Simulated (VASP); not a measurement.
# Zn7O8 (a cell with a defect) in VASP: notebook

Zn7O8 (a cell with a defect) is run at these levels: PBE+D3(BJ); tasks: single point.

Program: VASP 6.6.1. These are calculated values, not measurements. Logs are shortened: lines on timing, memory, paths and dates and some standing lists are left out, and cuts for length are marked.

## Step 1: The cell of the first run

The cell holds a defect, 15 atoms: a = 6.702 Å, b = 5.804 Å, c = 5.226 Å, α = 90.00°, β = 90.00°, γ = 90.00°.

## Step 2: Single point, PBE+D3(BJ)

INCAR

```
  ALGO = Normal
  EDIFF = 1E-7
  ENCUT = 520
  GGA = PE
  ISIF = 2
  ISMEAR = 0
  IVDW = 12
  LASPH = T
  LCHARG = F
  LREAL = Auto
  LWAVE = F
  NBANDS = 79
  NELM = 100
  PREC = Accurate
  SIGMA = 0.02
```

KPOINTS

```
k-points
0
Gamma
  2 2 2
```

POSCAR

```
Zn7O8
1.0
   -3.3510000000     -5.8041020000      0.0000000000
    5.0265000000     -2.9020510000      0.0000000000
    0.0000000000      0.0000000000      5.2260000000
Zn O
7 8
Direct
    0.5004220465      0.6579357570      0.4977857556
    0.2507167534      0.8323546331     -0.0064139697
    0.2543370528      0.1670128152      0.5004902422
    0.0002592855      0.3323314767      0.0006228551
    0.0004759804      0.6676148099      0.4961550614
    0.7502234896      0.8324345917     -0.0064511044
    0.7461257724      0.1669886446      0.5003947928
    0.5001996474      0.3301520446      0.4239095977
    0.5004097017      0.7162809962      0.8651749292
    0.2497345836      0.8304872899      0.3771820988
    0.2116073356      0.1424069369      0.8675389348
    0.0003149659      0.3338705608      0.3812174485
    0.0003849789      0.6573151726      0.8831037024
    0.7510976142      0.8303351032      0.3772547482
    0.7886591919      0.1426766676      0.8676443074
```

Potentials or basis: VASP PAW PBE potentials, release 64 (Zn, O).

Started as:

```bash
$ cat potpaw_PBE.64/Zn/POTCAR potpaw_PBE.64/O/POTCAR > POTCAR
$ mpirun -np 1 vasp_std > vasp.out
```

OUTCAR:

```text
EDIFF = 1E-7
   ENCUT = 520
   GGA = PE
   ISIF = 2
   ISMEAR = 0
   IVDW = 12
   LASPH = T
   LREAL = Auto
   NELM = 100
   PREC = Accurate
 IVDW          = 12

 ion  position               nearest neighbor table
   1  0.500  0.658  0.498-   8 1.94   9 1.95  14 2.05  10 2.05
   2  0.251  0.832  0.994-   9 1.92  11 1.93  10 2.00  13 2.04
   3  0.254  0.167  0.500-   8 1.94  11 1.94  12 2.06  10 2.06
   4  0.000  0.332  0.001-  11 1.92  15 1.93  13 1.98  12 1.99
   5  0.000  0.668  0.496-  10 2.02  14 2.02  13 2.02  12 2.03
   6  0.750  0.832  0.994-   9 1.93  15 1.93  14 2.01  13 2.04
   7  0.746  0.167  0.500-   8 1.94  15 1.95  12 2.06  14 2.06
   8  0.500  0.330  0.424-   1 1.94   3 1.94   7 1.94
   9  0.500  0.716  0.865-   2 1.92   6 1.93   1 1.95
  10  0.250  0.830  0.377-   2 2.00   5 2.02   1 2.05   3 2.06
  11  0.212  0.142  0.868-   4 1.92   2 1.93   3 1.94
  12  0.000  0.334  0.381-   4 1.99   5 2.03   3 2.06   7 2.06
  13  0.000  0.657  0.883-   4 1.98   5 2.02   6 2.04   2 2.04
  14  0.751  0.830  0.377-   6 2.01   5 2.02   1 2.05   7 2.06
  15  0.789  0.143  0.868-   4 1.93   6 1.93   7 1.95

  LATTYP: Found a simple orthorhombic cell.
 ALAT       =     5.2260000000
 B/A-ratio  =     1.1106203965
 C/A-ratio  =     1.2824339415

  Lattice vectors:

 A1 = (   0.0000000000,   0.0000000000,  -5.2260000000)
 A2 = (   5.0265000000,  -2.9020510000,   0.0000000000)
 A3 = (  -3.3510000000,  -5.8041020000,   0.0000000000)

Analysis of symmetry for initial positions (statically):
=====================================================================
 Subroutine PRICEL returns:
 Original cell was already a primitive cell.

 Routine SETGRP: Setting up the symmetry group for a
 simple orthorhombic supercell.

 Subroutine GETGRP returns: Found  1 space group operations
 (whereof  1 operations were pure point group operations)
 out of a pool of  8 trial point group operations.

The static configuration has the point symmetry C_1 .

Analysis of symmetry for dynamics (positions and initial velocities):
=====================================================================
 Subroutine PRICEL returns:
 Original cell was already a primitive cell.

 Routine SETGRP: Setting up the symmetry group for a
 simple orthorhombic supercell.

 Subroutine GETGRP returns: Found  1 space group operations
 (whereof  1 operations were pure point group operations)
 out of a pool of  8 trial point group operations.

The dynamic configuration has the point symmetry C_1 .

 Subroutine INISYM returns: Found  1 space group operations
 (whereof  1 operations are pure point group operations),
 and found     1 'primitive' translations

----------------------------------------------------------------------------------------

                                     Primitive cell

  volume of cell :     203.2867

  direct lattice vectors                    reciprocal lattice vectors
    -3.351000000 -5.804102000  0.000000000    -0.074604596 -0.129218956  0.000000000
     5.026500000 -2.902051000  0.000000000     0.149209191 -0.086145971  0.000000000
     0.000000000  0.000000000  5.226000000     0.000000000  0.000000000  0.191350938

  length of vectors
     6.701999778  5.804102192  5.226000000     0.149209196  0.172291935  0.191350938

  position of ions in fractional coordinates (direct lattice)
     0.500422046  0.657935757  0.497785756
     0.250716753  0.832354633  0.993586030
     0.254337053  0.167012815  0.500490242
     0.000259286  0.332331477  0.000622855
     0.000475980  0.667614810  0.496155061
     0.750223490  0.832434592  0.993548896
     0.746125772  0.166988645  0.500394793
     0.500199647  0.330152045  0.423909598
     0.500409702  0.716280996  0.865174929
     0.249734584  0.830487290  0.377182099
     0.211607336  0.142406937  0.867538935
     0.000314966  0.333870561  0.381217449
     0.000384979  0.657315173  0.883103702
     0.751097614  0.830335103  0.377254748
     0.788659192  0.142676668  0.867644307

  ion indices of the primitive-cell ions
   primitive index   ion index
                 1           1
                 2           2
                 3           3
                 4           4
                 5           5
                 6           6
                 7           7
                 8           8
                 9           9
                10          10
                11          11
                12          12
                13          13
                14          14
                15          15

----------------------------------------------------------------------------------------

 KPOINTS: k-points

Automatic generation of k-mesh.
 Grid dimensions read from file:
 generate k-points for:    2    2    2

 Generating k-lattice:

  Cartesian coordinates                     Fractional coordinates (reciprocal lattice)
    -0.037302298 -0.064609478  0.000000000     0.500000000  0.000000000  0.000000000
     0.074604596 -0.043072985  0.000000000    -0.000000000  0.500000000  0.000000000
     0.000000000  0.000000000  0.095675469     0.000000000  0.000000000  0.500000000

  Length of vectors
     0.074604598  0.086145968  0.095675469

  Shift w.r.t. Gamma in fractional coordinates (k-lattice)
     0.000000000  0.000000000  0.000000000

 Subroutine IBZKPT returns following result:
 ===========================================

 Found      8 irreducible k-points:

 Following reciprocal coordinates:
            Coordinates               Weight
  0.000000  0.000000  0.000000      1.000000
  0.500000  0.000000  0.000000      1.000000
 -0.000000  0.500000  0.000000      1.000000
  0.500000  0.500000  0.000000      1.000000
  0.000000  0.000000  0.500000      1.000000
  0.500000  0.000000  0.500000      1.000000
 -0.000000  0.500000  0.500000      1.000000
  0.500000  0.500000  0.500000      1.000000
   k-points           NKPTS =      8   k-points in BZ     NKDIM =      8   number of bands    NBANDS=     79
   number of dos      NEDOS =    301   number of ions     NIONS =     15
   total plane-waves  NPLWV =  96000
   dimension x,y,z NGX =    50 NGY =   48 NGZ =   40
   dimension x,y,z NGXF=   100 NGYF=   96 NGZF=   80
   ions per type =               7   8
   NGX,Y,Z   is equivalent  to a cutoff of  12.40, 13.75, 12.72 a.u.
   NGXF,Y,Z  is equivalent  to a cutoff of  24.81, 27.50, 25.45 a.u.
 SYSTEM =  unknown system
   PREC   = accura    normal or accurate (medium, high low for compatibility)
   ISTART =      0    job   : 0-new  1-cont  2-samecut
   ICHARG =      2    charge: 1-file 2-atom 10-const
   ISPIN  =      1    spin polarized calculation?
   LNONCOLLINEAR =      F non collinear calculations
   LSORBIT =      F    spin-orbit coupling
   LASPH  =      T    aspherical Exc in radial PAW
   ENCUT  =  520.0 eV  38.22 Ry    6.18 a.u.  12.46 10.79  9.72*2*pi/ulx,y,z
   NELM   =    100;   NELMIN=  2; NELMDL= -5     # of ELM steps
   EDIFF  = 0.1E-06   stopping-criterion for ELM
   LREAL  =      T    real-space projection
   EDIFFG = 0.1E-05   stopping-criterion for IOM
   NSW    =      0    number of steps for IOM
   IBRION =     -1    ionic relax: 0-MD 1-quasi-New 2-CG
   NFREE  =      0    steps in history (QN), initial steepest desc. (CG)
   ISIF   =      2    stress and relaxation
   ISYM   =      2    0-nonsym 1-usesym 2-fastsym
   POTIM  = 0.5000    time-step for ionic-motion
   TEBEG  =    0.0;   TEEND  =   0.0 temperature during run
   PSTRESS=    0.0 pullay stress
   NELECT =     132.0000    total number of electrons
   NUPDOWN=      -1.0000    fix difference up-down
   EMIN   =  10.00;   EMAX   =-10.00  energy-range for DOS
   EFERMI =   0.00;   METHOD = LEGACY
   ISMEAR =     0;   SIGMA  =   0.02  broadening in eV -4-tet -1-fermi 0-gaus
   EFERMI_NEDOS =   21; number of points for ismear=-14 and -15
   IALGO  =     38    algorithm
   IMIX   =      4    mixing-type and parameters
     AMIX     =   0.40;   BMIX     =  1.00
     AMIX_MAG =   1.60;   BMIX_MAG =  1.00
  volume/ion in A,a.u.               =      13.55        91.46
  Fermi-wavevector in a.u.,A,eV,Ry     =   1.417631  2.678934 27.343323  2.009678
  Thomas-Fermi vector in A             =   2.538841
   LORBIT       =      0    0 simple, 1 ext, 2 COOP (PROOUT), +10 PAW based schemes
   GGA     = PE    functional components
   LHFCALC =     F    Hartree Fock is set to
   AEXX    =    0.0000 exact exchange contribution
   IVDW    =    12    specifies the selected vdW correction
   LEPSILON=     F    determine dielectric tensor
   LRPA    =     F    only Hartree local field effects (RPA)
 non-spin polarized calculation
 Gauss-broadening in eV      SIGMA  =   0.02
  energy-cutoff  :      520.00
  volume of cell :      203.29
 maximum number of plane-waves:      5492
 NGX is ok and might be reduce to    50
   NGX = 25   NGY = 21   NGZ = 19

 number of electron     131.9999975 magnetization

 Free energy of the ion-electron system (eV)
  ---------------------------------------------------
  ext. energy  EPLUGINS =         0.00000000
  ---------------------------------------------------
  free energy    TOTEN  =       -64.92850585 eV

  energy without entropy =      -64.92524500  energy(sigma->0) =      -64.92687543

 E-fermi :  -0.2934     XC(G=0):  -9.9922

 val. band max:       -0.2958789763   @ k =   0.0000   0.0000   0.5000
 cond. band min:      -0.2922554430   @ k =   0.5000   0.0000   0.5000
 fundamental gap:      0.0036235333
 Fermi energy:        -0.2933922516

 k-point     1 :       0.0000    0.0000    0.0000
  band No.  band energies     occupation
      1     -17.6928      2.00000
      2     -17.1263      2.00000
      3     -17.1160      2.00000
      4     -17.0878      2.00000
      5     -16.9756      2.00000
      6     -16.7969      2.00000
[... 637 lines left out ...]
     77       8.6705      0.00000
     78       8.9555      0.00000
 [bands above 78 left out]

------------------------ aborting loop because EDIFF is reached ----------------------------------------

 Edisp (eV)   -2.73221

 E8    (eV) :    -1.0164

  FORCE on cell =-STRESS in cart. coord.  units (eV):
  Direction    XX          YY          ZZ          XY          YZ          ZX
  --------------------------------------------------------------------------------------
  -------------------------------------------------------------------------------------
  Total      -6.65787    -7.16083    -2.31436    -0.43267    -0.06151     0.11273
  in kB     -52.47316   -56.43715   -18.24036    -3.41007    -0.48479     0.88848
  external pressure =      -42.38 kB  Pullay stress =        0.00 kB

 VOLUME and BASIS-vectors are now :
 -----------------------------------------------------------------------------
  energy-cutoff  :      520.00
  volume of cell :      203.29
      direct lattice vectors                 reciprocal lattice vectors
    -3.351000000 -5.804102000  0.000000000    -0.074604596 -0.129218956  0.000000000
     5.026500000 -2.902051000  0.000000000     0.149209191 -0.086145971  0.000000000
     0.000000000  0.000000000  5.226000000     0.000000000  0.000000000  0.191350938

 POSITION                                       TOTAL-FORCE (eV/Angst)
 -----------------------------------------------------------------------------------
      1.63020     -4.81386      2.60143         0.016951     -0.008334     -0.027870
      3.34368     -3.87072      5.19248        -0.005505      0.031576      0.019510
     -0.01279     -1.96088      2.61556        -0.000067      0.018725     -0.038880
      1.66960     -0.96595      0.00326         0.044347     -0.024887      0.025852
      3.35417     -1.94021      2.59291         0.002378      0.000747     -0.003545
      1.67023     -6.77014      5.19229        -0.027281     -0.004488      0.019910
     -1.66090     -4.81520      2.61506        -0.017584     -0.011807     -0.034913
     -0.01666     -3.86133      2.21535         0.000273     -0.003432     -0.037999
      1.92351     -4.98311      4.52140        -0.037132      0.017020      0.010011
      3.33758     -3.85960      1.97115        -0.001474     -0.006396      0.010264
      0.00671     -1.64146      4.53376        -0.009586     -0.036901      0.018832
      1.67714     -0.97074      1.99224        -0.003947      0.005340      0.012350
      3.30270     -1.90980      4.61510         0.004305     -0.004449      0.003647
      1.65675     -6.76912      1.97153         0.009956      0.002140      0.006786
     -1.92563     -4.99151      4.53431         0.024365      0.025147      0.016046
 -----------------------------------------------------------------------------------
    total drift:                                0.001664      0.003146     -0.004196

  FREE ENERGIE OF THE ION-ELECTRON SYSTEM (eV)
  ---------------------------------------------------
  free  energy   TOTEN  =       -67.6607206221 eV

  energy  without entropy=      -67.6574597712  energy(sigma->0) =      -67.65909020
```

It took 12 min on 1 thread of AMD EPYC 7R13, shared host; peak memory 0.31 GiB.

Results:

* Free energy: -67.6607 eV
* Pressure: -4.2 GPa
* Largest force: 0.057 eV/Å
* Band gap on the k mesh: zero (band 66 reaches -0.06 eV, above the bottom of band 67 at -0.36 eV)
* Dispersion energy per atom: -0.182 eV

Forces on the atoms (eV/Å):
```
Zn   0.017 -0.008 -0.028
Zn  -0.006  0.032  0.020
Zn   0.000  0.019 -0.039
Zn   0.044 -0.025  0.026
Zn   0.002  0.001 -0.004
Zn  -0.027 -0.004  0.020
Zn  -0.018 -0.012 -0.035
O    0.000 -0.003 -0.038
O   -0.037  0.017  0.010
O   -0.001 -0.006  0.010
O   -0.010 -0.037  0.019
O   -0.004  0.005  0.012
O    0.004 -0.004  0.004
O    0.010  0.002  0.007
O    0.024  0.025  0.016
```

Stress tensor (GPa, compression positive):
```
-5.25 -0.34  0.09
-0.34 -5.64 -0.05
 0.09 -0.05 -1.82
```

Caveat: the k points lie up to 0.60 Å⁻¹ apart.

## Step 3: Single point, PBE+D3(BJ)

INCAR

```
ALGO     = Normal         # electronic algorithm
EDIFF    = 1E-6           # SCF threshold, eV
ENCUT    = 520            # plane-wave cutoff, eV
GGA      = PE             # functional
ISIF     = 2              # what is computed and relaxed
ISMEAR   = 0              # smearing method
IVDW     = 12             # dispersion correction
LASPH    = T              # aspherical terms in the spheres
LCHARG   = F              # write CHGCAR
LREAL    = Auto         
LWAVE    = F              # write WAVECAR
NBANDS   = 79             # bands
NELM     = 80             # most SCF steps
PREC     = Accurate       # precision mode
SIGMA    = 0.02           # smearing width, eV
```

KPOINTS is that of step 2.

POSCAR

```
Zn7O8
1.0
   -3.3509998891     -5.8041020640      0.0000000000
    5.0264999445     -2.9020510961      0.0000000000
    0.0000000000      0.0000000000      5.2260000000
Zn O
7 8
Direct
    0.5002619607      0.6658549061      0.4919327609
    0.2500000000      0.8305331539     -0.0056374421
    0.2500000000      0.1658821268      0.4988592236
   -0.0040673977      0.3312142040     -0.0013675944
   -0.0002619607      0.6658549061      0.4919327609
    0.7500000000      0.8402868337     -0.0037480078
    0.5040673977      0.3312142040     -0.0013675944
    0.4614605256      0.3557674567      0.3658120701
    0.4993585800      0.6677805486      0.8755463436
    0.2500000000      0.8409853422      0.3814279675
    0.2500000000      0.1643611861      0.8793979108
    0.0385394744      0.3557674567      0.3658120701
    0.0006414200      0.6677805486      0.8755463436
    0.7500000000      0.7820149828      0.3635333793
    0.7500000000      0.1680356939      0.9223198081
```

Potentials or basis: VASP PAW PBE potentials, release 64 (Zn, O).

Started as:

```bash
$ cat potpaw_PBE.64/Zn/POTCAR potpaw_PBE.64/O/POTCAR > POTCAR
$ mpirun -np 1 vasp_std > vasp.out
```

Run time: 10 min. Hardware: 1 thread of AMD EPYC 7R13, shared host; peak memory 0.3 GiB.

It converged, with:

- Free energy: -67.6608 eV
- Pressure: -4.3 GPa
- Largest force: 0.050 eV/Å
- Band gap on the k mesh: zero (band 66 reaches -0.06 eV, above the bottom of band 67 at -0.36 eV)
- Dispersion energy per atom: -0.182 eV

Forces in eV/Å, atoms in the order of the input:
```
Zn   0.029  0.009  0.018
Zn   0.001  0.000  0.000
Zn  -0.039  0.023  0.022
Zn  -0.001 -0.018 -0.035
Zn   0.007 -0.029  0.018
Zn  -0.015  0.009 -0.032
Zn   0.015  0.010 -0.035
O   -0.030 -0.023  0.018
O    0.000 -0.002  0.009
O   -0.006  0.003  0.003
O    0.003 -0.002  0.008
O    0.005  0.037  0.018
O    0.001  0.001  0.009
O    0.034 -0.020  0.016
O   -0.002  0.001 -0.035
```

Stress tensor (GPa, compression positive):
```
-5.29 -0.34 -0.09
-0.34 -5.68  0.05
-0.09  0.05 -1.84
```

Levels at points of the mesh, in eV from the Fermi level:
```tsv
k point	band 62	band 63	band 64	band 65	band 66	band 67	band 68	band 69	band 70	band 71
(0.00, 0.00, 0.00)	-0.60	-0.46	-0.32	0.20	0.23	0.24	1.63	5.72	6.21	6.24
(0.50, 0.00, 0.00)	-0.79	-0.27	-0.12	-0.07	-0.04	0.08	3.26	3.77	6.94	7.24
(0.00, 0.50, 0.00)	-0.46	-0.36	-0.28	-0.13	-0.02	0.08	3.60	4.13	6.13	6.39
(0.50, 0.50, 0.00)	-0.49	-0.38	-0.30	-0.30	-0.18	0.03	4.55	4.80	4.89	5.49
(0.00, 0.00, 0.50)	-0.67	-0.33	-0.24	-0.24	0.00	0.06	3.71	4.49	6.25	6.70
(0.50, 0.00, 0.50)	-0.74	-0.67	-0.35	-0.31	-0.25	0.00	4.84	4.88	5.16	5.93
(0.00, 0.50, 0.50)	-0.82	-0.75	-0.66	-0.47	-0.14	-0.07	5.00	5.14	5.33	6.06
(0.50, 0.50, 0.50)	-0.91	-0.81	-0.71	-0.38	-0.12	-0.06	5.58	5.78	5.83	5.90
```

Caveat: the k points lie up to 0.60 Å⁻¹ apart.
